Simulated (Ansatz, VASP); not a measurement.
Two plane-wave programs on Rb2CoO2

```
Rb O Co
1.0
     0.00000    4.22926    0.00000
     4.22926    0.00000    0.00000
     2.11463    2.11463   -6.67281
Rb O Co
2 2 1
Direct
  0.34510 0.34510 0.30980
  0.65490 0.65490 0.69020
  0.12730 0.12730 0.74540
  0.87270 0.87270 0.25460
  0.00000 0.00000 0.00000
```

Alike in both runs: task single point; functional PBE; k mesh 5 × 5 × 5; no spin polarisation.

|  | VASP | Ansatz |
| --- | --- | --- |
| version | VASP 6.6.1 | Ansatz 0.2.0 |
| potentials or method | VASP PAW PBE potentials, release 64 (Rb_sv, O, Co), cutoff 520 eV | PAW plane waves |
| occupations | fermi-dirac, width 0.1 eV | fermi-dirac |
| valence electrons in the cell | 39 | 47 |

VASP gave:

| Property | Result |
| --- | --- |
| gap on the k mesh at the Fermi level (eV) | none |
| pressure (GPa) | -1.1 |
| traceless stress, the component that is largest in VASP (GPa) | -2.25 |
| rms of the force components (eV/Å) | 0.240 |

**Question.** What did Ansatz give for the same quantities?

**Answer.** gap on the k mesh at the Fermi level (eV): none; pressure (GPa): -1.1; traceless stress, the component that is largest in VASP (GPa): -2.29; rms of the force components (eV/Å): 0.241.

Atom by atom the forces differ by 0.001 eV/Å (rms over components). A gap of «none» marks a metal or a gap that the smearing closes. VASP's potentials hold 39 valence electrons a cell and Ansatz's 47, so a difference there can come from the potentials and not from the codes.
